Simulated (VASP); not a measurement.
# SrO (P1) in VASP: further runs

SrO is run at these levels: PBE; tasks: single point.

Program: VASP 6.6.1. These are calculated values, not measurements. Logs are shortened: lines on timing, memory, paths and dates and some standing lists are left out, and cuts for length are marked.

## (1) The cell of the first run

The typed cell holds 16 atoms: a = 6.872 Å, b = 6.872 Å, c = 7.598 Å, α = 90.00°, β = 90.00°, γ = 100.66°.

## (2) Single point, PBE (dynamics (nvt langevin) at 2200 K, volume x 1.08, from the last frame before)

Input file INCAR:

```
ALGO = Normal
EDIFF = 1E-6
ENCUT = 520
GGA = PE
ISIF = 2
ISMEAR = -1
LASPH = T
LCHARG = T
LELF = T
LREAL = Auto
LVHAR = T
LWAVE = F
NBANDS = 78
NELM = 60
PREC = Accurate
SIGMA = 0.1896
```

Input file KPOINTS:

```
Automatic mesh
0
Gamma
  2 2 2
  0.5 0.5 0.5
```

Input file POSCAR:

```
SrO
1.0
   -2.1932833425      3.7988781846      5.2895660542
   -2.1932833425      3.7988781846     -5.2895660542
   -6.5798500275     -3.7988781846      0.0000000000
Sr O
8 8
Direct
    0.9575772894      0.0160382389      0.3227912902
    0.4629619989      0.5403551151      0.3529251088
    0.7282447659      0.7987093363      0.8205708307
    0.2229796906      0.2806099379      0.8237025515
    0.4566004292      0.0450226216      0.1670813945
    0.9439517482      0.5212645226      0.1743359735
    0.2064279311      0.7704063312      0.6713427610
    0.7257039225      0.2867433393      0.6898643991
    0.7479178028      0.2564553703      0.3103209103
    0.2233215205      0.7290611166      0.3367816922
    0.4759664177     -0.0070495752      0.8395531018
    0.9921127084      0.4879751340      0.7771224220
    0.7103503317      0.7589214238      0.1824913528
    0.1859183416      0.2515384694      0.1546006762
    0.4914855921      0.5382130547      0.6601484976
    0.9727227053      0.0063765159      0.6698831993
```

Potentials or basis: VASP PAW PBE potentials, release 64 (Sr_sv, O).

Command:

```
$ cat potpaw_PBE.64/Sr_sv/POTCAR potpaw_PBE.64/O/POTCAR > POTCAR
$ mpirun -np 1 vasp_std > vasp.out
```

OUTCAR:

```text
EDIFF = 1E-6
   ENCUT = 520
   GGA = PE
   ISIF = 2
   ISMEAR = -1
   LASPH = T
   LREAL = Auto
   NELM = 60
   PREC = Accurate

 ion  position               nearest neighbor table
   1  0.958  0.016  0.323-   9 2.39  14 2.40  13 2.46  16 2.64  10 2.93   6 3.57   5 3.60   6 3.67
                             5 3.68   7 3.72   8 3.86   3 4.26   2 4.26   3 4.29   4 4.45   4 4.46
   2  0.463  0.540  0.353-  10 2.28  15 2.34  13 2.42  14 2.90   9 3.03   7 3.53   6 3.60   5 3.68
                             8 3.74   5 3.75   6 3.80   4 4.20   3 4.23   1 4.26   1 4.52   4 4.58
   3  0.728  0.799  0.821-  16 2.30  11 2.38  15 2.50  13 2.76  12 3.06   8 3.50   7 3.52   8 3.65
                             7 3.73   6 3.76   5 3.80   2 4.23   1 4.26   4 4.28   1 4.29   4 4.49
   4  0.223  0.281  0.824-  12 2.35  14 2.53  16 2.58  15 2.62  11 2.87   8 3.57   7 3.58   8 3.59
                             5 3.60   7 3.67   6 3.83   2 4.20   3 4.28   1 4.45   1 4.46   3 4.49
   5  0.457  0.045  0.167-   9 2.50  11 2.52  14 2.54  10 2.77  13 2.86   1 3.60   4 3.60   2 3.68
                             1 3.68   2 3.75   3 3.80   6 4.23   8 4.26   7 4.42   7 4.47   6 4.55
   6  0.944  0.521  0.174-   9 2.30  13 2.49  10 2.50  14 2.71  12 3.05   1 3.57   2 3.60   1 3.67
                             3 3.76   2 3.80   4 3.83   8 4.18   5 4.23   8 4.39   7 4.39   7 4.43
   7  0.206  0.770  0.671-  12 2.35  16 2.48  11 2.52  10 2.56  15 2.75   3 3.52   2 3.53   4 3.58
                             4 3.67   1 3.72   3 3.73   8 4.23   6 4.39   5 4.42   6 4.43   5 4.47
   8  0.726  0.287  0.690-  12 2.18  15 2.58  11 2.65  16 2.80   9 2.90   3 3.50   4 3.57   4 3.59
                             3 3.65   2 3.74   1 3.86   6 4.18   7 4.23   5 4.26   6 4.39   7 4.54
   9  0.748  0.256  0.310-   6 2.30   1 2.39   5 2.50   8 2.90   2 3.03
  10  0.223  0.729  0.337-   2 2.28   6 2.50   7 2.56   5 2.77   1 2.93
  11  0.476  0.993  0.840-   3 2.38   7 2.52   5 2.52   8 2.65   4 2.87
  12  0.992  0.488  0.777-   8 2.18   4 2.35   7 2.35   6 3.05   3 3.06
  13  0.710  0.759  0.182-   2 2.42   1 2.46   6 2.49   3 2.76   5 2.86
  14  0.186  0.252  0.155-   1 2.40   4 2.53   5 2.54   6 2.71   2 2.90
  15  0.491  0.538  0.660-   2 2.34   3 2.50   8 2.58   4 2.62   7 2.75
  16  0.973  0.006  0.670-   3 2.30   7 2.48   4 2.58   1 2.64   8 2.80

  LATTYP: Found a base centered orthorhombic cell.
 ALAT       =     8.7731333700
 B/A-ratio  =     1.2058556119
 C/A-ratio  =     0.8660254038

  Lattice vectors:

 A1 = (  -2.1932833425,   3.7988781846,   5.2895660542)
 A2 = (  -2.1932833425,   3.7988781846,  -5.2895660542)
 A3 = (  -6.5798500275,  -3.7988781846,   0.0000000000)

Analysis of symmetry for initial positions (statically):
=====================================================================
 Subroutine PRICEL returns:
 Original cell was already a primitive cell.

 Routine SETGRP: Setting up the symmetry group for a
 base centered orthorhombic supercell.

 Subroutine GETGRP returns: Found  1 space group operations
 (whereof  1 operations were pure point group operations)
 out of a pool of  8 trial point group operations.

The static configuration has the point symmetry C_1 .

Analysis of symmetry for dynamics (positions and initial velocities):
=====================================================================
 Subroutine PRICEL returns:
 Original cell was already a primitive cell.

 Routine SETGRP: Setting up the symmetry group for a
 base centered orthorhombic supercell.

 Subroutine GETGRP returns: Found  1 space group operations
 (whereof  1 operations were pure point group operations)
 out of a pool of  8 trial point group operations.

The dynamic configuration has the point symmetry C_1 .

 Subroutine INISYM returns: Found  1 space group operations
 (whereof  1 operations are pure point group operations),
 and found     1 'primitive' translations

----------------------------------------------------------------------------------------

                                     Primitive cell

  volume of cell :     352.5820

  direct lattice vectors                    reciprocal lattice vectors
    -2.193283343  3.798878185  5.289566054    -0.056992180  0.098713352  0.094525712
    -2.193283343  3.798878185 -5.289566054    -0.056992180  0.098713352 -0.094525712
    -6.579850028 -3.798878185  0.000000000    -0.113984361 -0.065808901  0.000000000

  length of vectors
     6.871788437  6.871788437  7.597756369     0.148079522  0.148079522  0.131617803

  position of ions in fractional coordinates (direct lattice)
     0.957577289  0.016038239  0.322791290
     0.462961999  0.540355115  0.352925109
     0.728244766  0.798709336  0.820570831
     0.222979691  0.280609938  0.823702551
     0.456600429  0.045022622  0.167081395
     0.943951748  0.521264523  0.174335973
[... 8 lines left out ...]
     0.491485592  0.538213055  0.660148498
     0.972722705  0.006376516  0.669883199

  ion indices of the primitive-cell ions
   primitive index   ion index
                 1           1
                 2           2
                 3           3
                 4           4
                 5           5
                 6           6
[... 8 lines left out ...]
                15          15
                16          16

----------------------------------------------------------------------------------------

 KPOINTS: Automatic mesh

Automatic generation of k-mesh.
 Grid dimensions read from file:
 generate k-points for:    2    2    2

 Generating k-lattice:

  Cartesian coordinates                     Fractional coordinates (reciprocal lattice)
    -0.028496090  0.049356676  0.047262856     0.500000000 -0.000000000  0.000000000
    -0.028496090  0.049356676 -0.047262856    -0.000000000  0.500000000  0.000000000
    -0.056992180 -0.032904451  0.000000000    -0.000000000 -0.000000000  0.500000000

  Length of vectors
     0.074039761  0.074039761  0.065808901

  Shift w.r.t. Gamma in fractional coordinates (k-lattice)
     0.500000000  0.500000000  0.500000000

 Subroutine IBZKPT returns following result:
 ===========================================

 Found      4 irreducible k-points:

 Following reciprocal coordinates:
            Coordinates               Weight
  0.250000  0.250000  0.250000      2.000000
 -0.250000 -0.250000  0.250000      2.000000
 -0.250000  0.250000  0.250000      2.000000
  0.250000 -0.250000  0.250000      2.000000
   k-points           NKPTS =      4   k-points in BZ     NKDIM =      4   number of bands    NBANDS=     78
   number of dos      NEDOS =    301   number of ions     NIONS =     16
   total plane-waves  NPLWV = 174960
   dimension x,y,z NGX =    54 NGY =   54 NGZ =   60
   dimension x,y,z NGXF=   108 NGYF=  108 NGZF=  120
   ions per type =               8   8
   NGX,Y,Z   is equivalent  to a cutoff of  13.06, 13.06, 13.13 a.u.
   NGXF,Y,Z  is equivalent  to a cutoff of  26.13, 26.13, 26.26 a.u.
 SYSTEM =  unknown system
   PREC   = accura    normal or accurate (medium, high low for compatibility)
   ISTART =      0    job   : 0-new  1-cont  2-samecut
   ICHARG =      2    charge: 1-file 2-atom 10-const
   ISPIN  =      1    spin polarized calculation?
   LNONCOLLINEAR =      F non collinear calculations
   LSORBIT =      F    spin-orbit coupling
   LASPH  =      T    aspherical Exc in radial PAW
   ENCUT  =  520.0 eV  38.22 Ry    6.18 a.u.  12.78 12.78 14.13*2*pi/ulx,y,z
   NELM   =     60;   NELMIN=  2; NELMDL= -5     # of ELM steps
   EDIFF  = 0.1E-05   stopping-criterion for ELM
   LREAL  =      T    real-space projection
   EDIFFG = 0.1E-04   stopping-criterion for IOM
   NSW    =      0    number of steps for IOM
   IBRION =     -1    ionic relax: 0-MD 1-quasi-New 2-CG
   NFREE  =      0    steps in history (QN), initial steepest desc. (CG)
   ISIF   =      2    stress and relaxation
   ISYM   =      2    0-nonsym 1-usesym 2-fastsym
   POTIM  = 0.5000    time-step for ionic-motion
   TEBEG  =    0.0;   TEEND  =   0.0 temperature during run
   PSTRESS=    0.0 pullay stress
   NELECT =     128.0000    total number of electrons
   NUPDOWN=      -1.0000    fix difference up-down
   EMIN   =  10.00;   EMAX   =-10.00  energy-range for DOS
   EFERMI =   0.00;   METHOD = LEGACY
   ISMEAR =    -1;   SIGMA  =   0.19  broadening in eV -4-tet -1-fermi 0-gaus
   EFERMI_NEDOS =   21; number of points for ismear=-14 and -15
   IALGO  =     38    algorithm
   IMIX   =      4    mixing-type and parameters
     AMIX     =   0.40;   BMIX     =  1.00
     AMIX_MAG =   1.60;   BMIX_MAG =  1.00
  volume/ion in A,a.u.               =      22.04       148.71
  Fermi-wavevector in a.u.,A,eV,Ry     =   1.167862  2.206939 18.557001  1.363901
  Thomas-Fermi vector in A             =   2.304356
   LORBIT       =      0    0 simple, 1 ext, 2 COOP (PROOUT), +10 PAW based schemes
   GGA     = PE    functional components
   LHFCALC =     F    Hartree Fock is set to
   AEXX    =    0.0000 exact exchange contribution
   IVDW    =     0    specifies the selected vdW correction
   LEPSILON=     F    determine dielectric tensor
   LRPA    =     F    only Hartree local field effects (RPA)
 non-spin polarized calculation
  energy-cutoff  :      520.00
  volume of cell :      352.58
 maximum number of plane-waves:      9494
 NGX is ok and might be reduce to    54
   NGX = 25   NGY = 25   NGZ = 29

 number of electron     127.9999994 magnetization

 Free energy of the ion-electron system (eV)
  ---------------------------------------------------
  ext. energy  EPLUGINS =         0.00000000
  ---------------------------------------------------
  free energy    TOTEN  =       -93.61539492 eV

  energy without entropy =      -93.61322139  energy(sigma->0) =      -93.61430815

 E-fermi :   2.1253     XC(G=0):  -8.5883

 val. band max:        0.4100643382   @ k =  -0.2500  -0.2500   0.2500
 cond. band min:       3.5989848371   @ k =   0.2500  -0.2500   0.2500
 fundamental gap:      3.1889204989
 Fermi energy:         2.1252867068

 k-point     1 :       0.2500    0.2500    0.2500
  band No.  band energies     occupation
      1     -32.4403      2.00000
      2     -32.3485      2.00000
      3     -32.2682      2.00000
      4     -32.0959      2.00000
      5     -32.0777      2.00000
      6     -31.9289      2.00000
[... 68 lines left out ...]
     75       6.7638      0.00000
     76       7.0148      0.00000

 k-point     2 :      -0.2500   -0.2500    0.2500
  band No.  band energies     occupation
      1     -32.4403      2.00000
      2     -32.3484      2.00000
      3     -32.2683      2.00000
      4     -32.0960      2.00000
      5     -32.0776      2.00000
      6     -31.9289      2.00000
[... 68 lines left out ...]
     75       6.7539      0.00000
     76       6.9688      0.00000

 k-point     3 :      -0.2500    0.2500    0.2500
  band No.  band energies     occupation
      1     -32.4403      2.00000
      2     -32.3486      2.00000
      3     -32.2681      2.00000
      4     -32.0960      2.00000
      5     -32.0774      2.00000
      6     -31.9289      2.00000
[... 68 lines left out ...]
     75       6.5175      0.00000
     76       6.8486      0.00000

 k-point     4 :       0.2500   -0.2500    0.2500
  band No.  band energies     occupation
      1     -32.4403      2.00000
      2     -32.3487      2.00000
      3     -32.2681      2.00000
      4     -32.0958      2.00000
      5     -32.0776      2.00000
      6     -31.9289      2.00000
[... 68 lines left out ...]
     75       6.5486      0.00000
     76       6.6951      0.00000
 [bands above 76 left out]

------------------------ aborting loop because EDIFF is reached ----------------------------------------

  FORCE on cell =-STRESS in cart. coord.  units (eV):
  Direction    XX          YY          ZZ          XY          YZ          ZX
  --------------------------------------------------------------------------------------
  -------------------------------------------------------------------------------------
  Total       -4.7789869      0.4400615     -0.1394754     -2.1602158      0.3049956     -0.4629188
  in kB      -21.7163225      1.9996953     -0.6337940     -9.8162945      1.3859386     -2.1035619
  external PRESSURE =      -6.7834737 kB  Pullay stress =       0.0000000 kB

 VOLUME and BASIS-vectors are now :
 -----------------------------------------------------------------------------
  energy-cutoff  :      520.00
  volume of cell :      352.58
      direct lattice vectors                 reciprocal lattice vectors
    -2.193283343  3.798878185  5.289566054    -0.056992180  0.098713352  0.094525712
    -2.193283343  3.798878185 -5.289566054    -0.056992180  0.098713352 -0.094525712
    -6.579850028 -3.798878185  0.000000000    -0.113984361 -0.065808901  0.000000000

 POSITION                                       TOTAL-FORCE (eV/Angst)
 -----------------------------------------------------------------------------------
     -4.25933      2.47240      4.98033        -0.380506     -0.288026     -0.014876
     -4.52275      2.47076     -0.40938         0.980279      0.162198      0.552847
     -8.74828      2.68346     -0.37273        -0.073576     -1.477571     -0.003987
     -6.52435     -1.21607     -0.30484        -0.015057     -0.266525      0.387033
     -2.19957      1.27088      2.17707         0.272410     -0.446016      0.804073
     -4.36074      4.90390      2.23583        -0.085313      0.677950      0.872821
[... 8 lines left out ...]
     -6.60210      1.40388     -0.24717        -0.524005     -0.632412      0.380604
     -6.55517      1.17467      5.11155        -0.123528      0.851373     -0.203787
 -----------------------------------------------------------------------------------
    total drift:                                0.008770     -0.002623      0.002652

  FREE ENERGIE OF THE ION-ELECTRON SYSTEM (eV)
  ---------------------------------------------------
  free  energy   TOTEN  =       -93.6153949198 eV

  energy  without entropy=      -93.6132213885  energy(sigma->0) =      -93.61430815
```

It took 5.5 min on 1 thread of Intel Xeon 6975P-C, shared host; peak memory 0.43 GiB.

What came out:

| Property | Result |
| --- | --- |
| Free energy | -93.6154 eV |
| Pressure | -0.7 GPa |
| Largest force | 2.026 eV/Å |
| Band gap on the k mesh | 3.19 eV, indirect (least direct gap 3.36 eV) |

Forces on the atoms (eV/Å):
```
Sr  -0.381 -0.288 -0.015
Sr   0.980  0.162  0.553
Sr  -0.074 -1.478 -0.004
Sr  -0.015 -0.267  0.387
Sr   0.272 -0.446  0.804
Sr  -0.085  0.678  0.873
Sr   0.165  0.811  0.431
Sr   1.972 -0.463  0.031
O   -0.094 -1.070 -0.905
O   -0.190  0.338 -1.463
O   -0.425  0.480 -0.846
O   -1.649  0.092 -0.644
O    0.292  0.525  0.076
O   -0.123  0.706  0.544
O   -0.524 -0.632  0.381
O   -0.124  0.851 -0.204
```

Levels at points of the mesh, in eV from the valence-band top:
| k point | band 60 | band 61 | band 62 | band 63 | band 64 | band 65 | band 66 | band 67 | band 68 | band 69 |
| --- | --- | --- | --- | --- | --- | --- | --- | --- | --- | --- |
| (0.25, 0.25, 0.25) | -0.32 | -0.26 | -0.20 | -0.14 | 0.00 | 3.46 | 3.78 | 4.14 | 4.50 | 4.74 |

Caveat: forces of over 1 eV/Å act on the atoms, so gaps and moduli don't describe the material at rest.

[end of part 1 of 2]
